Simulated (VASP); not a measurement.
# Sb2Se3 (P6/mmm) in VASP: relaxation of cell and atoms with PBE

Aim: the relaxation of cell and atoms of Sb2Se3 with PBE.

All numbers are computed with VASP 6.6.1; they aren't measurements. Logs are shortened: lines on timing, memory, paths and dates and some standing lists are left out, and cuts for length are marked.

### Step 1. The cell of the first run

Symmetry: P6/mmm, No. 191, hexagonal system. Conventional cell: a = 4.702 Å, b = 4.702 Å, c = 8.399 Å, α = 90.00°, β = 90.00°, γ = 120.00°. Within 4.3 Å of Sb (site symmetry 6mm) lie 1 Sb at 3.30 Å and 6 Se at 3.47 Å. Se (site symmetry mmm) has 4 Se at 2.35 Å within 3.1 Å.

The cell was generated, and may not be a known phase.

### Step 2. Relaxation of cell and atoms, PBE

Contents of INCAR:

```
PREC = Accurate
ENCUT = 500
EDIFF = 1E-7
ISMEAR = 0
SIGMA = 0.15
LREAL = F
LASPH = T
NELM = 120
ALGO = Normal
ISIF = 3
LWAVE = F
LCHARG = F
GGA = PE
IBRION = 2
NSW = 36
EDIFFG = -0.08
GGA_COMPAT = F
NELMIN = 4
```

Contents of KPOINTS:

```
regular mesh
0
Gamma
  3 3 2
```

Contents of POSCAR:

```
Sb2Se3
1.0
    4.7024136400      0.0000000000      0.0000000000
   -2.3512068200      4.0724096700      0.0000000000
    0.0000000000      0.0000000000      8.3987816000
Sb Se
2 3
Direct
    0.0000000000      0.0000000000      0.8035455100
    0.0000000000      0.0000000000      0.1964544900
    0.5000000000      0.0000000000      0.5000000000
    0.0000000000      0.5000000000      0.5000000000
    0.5000000000      0.5000000000      0.5000000000
```

Potentials or basis: VASP PAW PBE potentials, release 64 (Sb, Se).

Run with:

```bash
$ cat potpaw_PBE.64/Sb/POTCAR potpaw_PBE.64/Se/POTCAR > POTCAR
$ mpirun -np 1 vasp_std > vasp.out
```

OUTCAR:

```text
PREC = Accurate
   ENCUT = 500
   EDIFF = 1E-7
   ISMEAR = 0
   LREAL = F
   LASPH = T
   NELM = 120
   ISIF = 3
   GGA = PE
   IBRION = 2
   NSW = 36
   EDIFFG = -0.08
   NELMIN = 4

 ion  position               nearest neighbor table
   1  0.000  0.000  0.804-   2 3.30
   2  0.000  0.000  0.196-   1 3.30
   3  0.500  0.000  0.500-   4 2.35   5 2.35   5 2.35   4 2.35
   4  0.000  0.500  0.500-   3 2.35   3 2.35   5 2.35   5 2.35
   5  0.500  0.500  0.500-   3 2.35   3 2.35   4 2.35   4 2.35

  LATTYP: Found a hexagonal cell.
 ALAT       =     4.7024136400
 C/A-ratio  =     1.7860575957

  Lattice vectors:

 A1 = (   4.7024136400,   0.0000000000,   0.0000000000)
 A2 = (  -2.3512068200,   4.0724096700,   0.0000000000)
 A3 = (   0.0000000000,   0.0000000000,   8.3987816000)

Analysis of symmetry for initial positions (statically):
=====================================================================
 Subroutine PRICEL returns:
 Original cell was already a primitive cell.

 Routine SETGRP: Setting up the symmetry group for a
 hexagonal supercell.

 Subroutine GETGRP returns: Found 24 space group operations
 (whereof 24 operations were pure point group operations)
 out of a pool of 24 trial point group operations.

The static configuration has the point symmetry D_6h.

Analysis of symmetry for dynamics (positions and initial velocities):
=====================================================================
 Subroutine PRICEL returns:
 Original cell was already a primitive cell.

 Routine SETGRP: Setting up the symmetry group for a
 hexagonal supercell.

 Subroutine GETGRP returns: Found 24 space group operations
 (whereof 24 operations were pure point group operations)
 out of a pool of 24 trial point group operations.

The dynamic configuration has the point symmetry D_6h.

 Subroutine INISYM returns: Found 24 space group operations
 (whereof 24 operations are pure point group operations),
 and found     1 'primitive' translations

----------------------------------------------------------------------------------------

                                     Primitive cell

  volume of cell :     160.8380

  direct lattice vectors                    reciprocal lattice vectors
     4.702413640  0.000000000  0.000000000     0.212656750  0.122777432  0.000000000
    -2.351206820  4.072409670  0.000000000     0.000000000  0.245554863  0.000000000
     0.000000000  0.000000000  8.398781600     0.000000000  0.000000000  0.119064889

[... 60 lines left out ...]
 SYSTEM =  unknown system
   PREC   = accura    normal or accurate (medium, high low for compatibility)
   ISTART =      0    job   : 0-new  1-cont  2-samecut
   ICHARG =      2    charge: 1-file 2-atom 10-const
   ISPIN  =      1    spin polarized calculation?
   LNONCOLLINEAR =      F non collinear calculations
   LSORBIT =      F    spin-orbit coupling
   LASPH  =      T    aspherical Exc in radial PAW
   ENCUT  =  500.0 eV  36.75 Ry    6.06 a.u.   8.57  8.57 15.31*2*pi/ulx,y,z
   NELM   =    120;   NELMIN=  4; NELMDL= -5     # of ELM steps
   EDIFF  = 0.1E-06   stopping-criterion for ELM
   LREAL  =      F    real-space projection
   EDIFFG = -.8E-01   stopping-criterion for IOM
   NSW    =     36    number of steps for IOM
   IBRION =      2    ionic relax: 0-MD 1-quasi-New 2-CG
   NFREE  =      1    steps in history (QN), initial steepest desc. (CG)
   ISIF   =      3    stress and relaxation
   ISYM   =      2    0-nonsym 1-usesym 2-fastsym
   POTIM  = 0.5000    time-step for ionic-motion
   TEBEG  =    0.0;   TEEND  =   0.0 temperature during run
   PSTRESS=    0.0 pullay stress
   NELECT =      28.0000    total number of electrons
   NUPDOWN=      -1.0000    fix difference up-down
   EMIN   =  10.00;   EMAX   =-10.00  energy-range for DOS
   EFERMI =   0.00;   METHOD = LEGACY
   ISMEAR =     0;   SIGMA  =   0.15  broadening in eV -4-tet -1-fermi 0-gaus
   EFERMI_NEDOS =   21; number of points for ismear=-14 and -15
   IALGO  =     38    algorithm
   IMIX   =      4    mixing-type and parameters
     AMIX     =   0.40;   BMIX     =  1.00
     AMIX_MAG =   1.60;   BMIX_MAG =  1.00
  volume/ion in A,a.u.               =      32.17       217.08
  Fermi-wavevector in a.u.,A,eV,Ry     =   0.914109  1.727416 11.368964  0.835595
  Thomas-Fermi vector in A             =   2.038698
   LORBIT       =      0    0 simple, 1 ext, 2 COOP (PROOUT), +10 PAW based schemes
   GGA     = PE    functional components
   LHFCALC =     F    Hartree Fock is set to
   AEXX    =    0.0000 exact exchange contribution
   IVDW    =     0    specifies the selected vdW correction
   LEPSILON=     F    determine dielectric tensor
   LRPA    =     F    only Hartree local field effects (RPA)
 conjugate gradient relaxation of ions
 non-spin polarized calculation
 Gauss-broadening in eV      SIGMA  =   0.15
  energy-cutoff  :      500.00
  volume of cell :      160.84
 maximum number of plane-waves:      4141
 NGX is ok and might be reduce to    36
   NGX = 17   NGY = 17   NGZ = 31

--------------------------------------- Ionic step        1  -------------------------------------------

 number of electron      27.9999997 magnetization

 Free energy of the ion-electron system (eV)
  ---------------------------------------------------
  ext. energy  EPLUGINS =         0.00000000
  ---------------------------------------------------
  free energy    TOTEN  =       -12.14123001 eV

  energy without entropy =      -12.09835978  energy(sigma->0) =      -12.11979490

------------------------ aborting loop because EDIFF is reached ----------------------------------------

  FORCE on cell =-STRESS in cart. coord.  units (eV):
  Direction    XX          YY          ZZ          XY          YZ          ZX
  --------------------------------------------------------------------------------------
  -------------------------------------------------------------------------------------
  Total       15.2769603     15.2769603     -2.9475586      0.0000000      0.0000000      0.0000000
  in kB      152.1804826    152.1804825    -29.3619203      0.0000000      0.0000000      0.0000000
  external PRESSURE =      91.6663483 kB  Pullay stress =       0.0000000 kB
[... 221 lines left out ...]
--------------------------------------- Ionic step        7  -------------------------------------------

 number of electron      28.0000004 magnetization

 Free energy of the ion-electron system (eV)
  ---------------------------------------------------
  ext. energy  EPLUGINS =         0.00000000
  ---------------------------------------------------
  free energy    TOTEN  =       -15.17318416 eV

  energy without entropy =      -15.09774479  energy(sigma->0) =      -15.13546447

 E-fermi :   1.8727     XC(G=0):  -7.6640

 val. band max:        1.8712661981   @ k =   0.3333   0.0000   0.5000
 cond. band min:       1.9757759858   @ k =   0.3333   0.3333   0.0000
 fundamental gap:      0.1045097878
 Fermi energy:         1.8726711764

 k-point     1 :       0.0000    0.0000    0.0000
  band No.  band energies     occupation
      1     -13.4315      2.00000
      2      -9.7051      2.00000
      3      -9.7051      2.00000
      4      -7.7555      2.00000
      5      -5.3031      2.00000
      6      -5.1995      2.00000
[... 147 lines left out ...]
  FREE ENERGIE OF THE ION-ELECTRON SYSTEM (eV)
  ---------------------------------------------------
  free  energy   TOTEN  =       -15.1731841607 eV

  energy  without entropy=      -15.0977447891  energy(sigma->0) =      -15.13546447

 reached required accuracy - stopping structural energy minimisation
```

CONTCAR:

```text
Sb2Se3
   1.00000000000000
     5.4444236112972382    0.0000000000000000   -0.0000000000000000
    -2.7222118056486191    4.7150091544030408    0.0000000000000000
     0.0000000000000000   -0.0000000000000000    7.5092388740965283
  Sb              Se
     2     3
Direct
     0.0000000000000000    1.0000000000000000    0.8278686382958651
     0.0000000000000000    0.0000000000000000    0.1721313617041350
     0.5000000000000000    0.0000000000000000    0.5000000000000000
     1.0000000000000000    0.5000000000000000    0.5000000000000000
     0.5000000000000000    0.5000000000000000    0.5000000000000000

  0.00000000E+00  0.00000000E+00  0.00000000E+00
  0.00000000E+00  0.00000000E+00  0.00000000E+00
  0.00000000E+00  0.00000000E+00  0.00000000E+00
  0.00000000E+00  0.00000000E+00  0.00000000E+00
  0.00000000E+00  0.00000000E+00  0.00000000E+00
```

Wall time 1.8 min (1 thread of Intel Xeon Platinum 8559C (Emerald Rapids), shared host); peak memory 0.28 GiB.

Results:

| Property | Result |
| --- | --- |
| Free energy | -15.1732 eV |
| Relaxed volume | 38.55 Å³/atom |
| Relaxed cell | a = 5.444 Å, b = 5.444 Å, c = 7.509 Å, α = 90.00°, β = 90.00°, γ = 120.00° |
| Space group after relaxing (to 0.1 Å) | P6/mmm (No. 191) |
| Energy gained by relaxing | 606.4 meV/atom |
| Ionic steps | 7 |
| Pressure after relaxing | -0.2 GPa |
| Largest force after relaxing | 0.015 eV/Å |
| Band gap on the k mesh | zero (bands 14 and 15 overlap by 0.11 eV) |

Forces on the atoms (eV/Å):
```
Sb   0.000  0.000 -0.015
Sb   0.000  0.000  0.015
Se   0.000  0.000  0.000
Se   0.000  0.000  0.000
Se   0.000  0.000  0.000
```

The path:
| step | energy change (eV) | largest force (eV/Å) | pressure (GPa) | volume (Å³) |
| --- | --- | --- | --- | --- |
| 1 | 0.0000 | 2.1960 | 9.17 | 160.84 |
| 2 | -2.3569 | 1.9564 | -2.18 | 205.73 |
| 3 | -2.4269 | 1.8888 | -2.92 | 212.82 |
| 4 | -2.9082 | 1.5682 | -0.22 | 198.26 |
| 5 | -2.9841 | 0.0064 | -1.33 | 201.73 |
| 6 | -2.9845 | 0.0897 | -1.26 | 201.51 |
| 7 | -3.0320 | 0.0148 | -0.17 | 192.77 |

Final structure:
```
Sb Se
1.0
     5.44442    0.00000    0.00000
    -2.72221    4.71501    0.00000
     0.00000    0.00000    7.50924
Sb Se
2 3
Cartesian
  -2.7222 4.7150 6.2167
  0.0000 0.0000 1.2926
  2.7222 0.0000 3.7546
  4.0833 2.3575 3.7546
  1.3611 2.3575 3.7546
```

Caveat: the k points lie up to 0.44 Å⁻¹ apart in the final cell; the volume moved by over 15 % at a fixed basis, so the end points are rough; semilocal functionals underestimate gaps, and a narrow one can read as zero; spin-orbit coupling is left out, which moves the levels of the heavy elements.

The gap in the log of VASP goes by the Fermi energy; the results here count the filled bands.